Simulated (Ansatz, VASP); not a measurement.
## One calculation of TiNi, two programs

```
Ti Ni
1.0
     2.59901    0.00000    0.00000
     0.00000    2.59901    0.00000
     0.00000    0.00000    3.40234
Ti Ni
1 1
Direct
  0.50000 0.50000 0.50000
  0.00000 0.00000 0.00000
```

Change from the starting cell: strain -0.050 along x and y, -0.050 along z, atoms carried along.

Alike in both runs: task single point; functional PBEsol; k mesh 18 × 18 × 14; occupations gaussian, width 0.15 eV; no spin polarisation.

|  | VASP | Ansatz |
| --- | --- | --- |
| version | VASP 6.6.1 | Ansatz 0.2.0 |
| potentials or method | VASP PAW PBE potentials, release 64 (Ti_sv, Ni), cutoff 520 eV | scalar-relativistic, plane waves, PAW |
| valence electrons in the cell | 22 | 30 |

|  | VASP | Ansatz | Ansatz less VASP |
| --- | --- | --- | --- |
| gap on the k mesh at the Fermi level (eV) | none | none | - |
| pressure (GPa) | 24.6 | 25.1 | +0.50 |
| traceless stress, the component that is largest in VASP (GPa) | 1.21 | 1.41 | +0.204 |

VASP's potentials were made for PBE, not for PBEsol. A gap of «none» marks a metal or a gap that the smearing closes. VASP's potentials hold 22 valence electrons a cell and Ansatz's 30, so a difference there can come from the potentials and not from the codes.
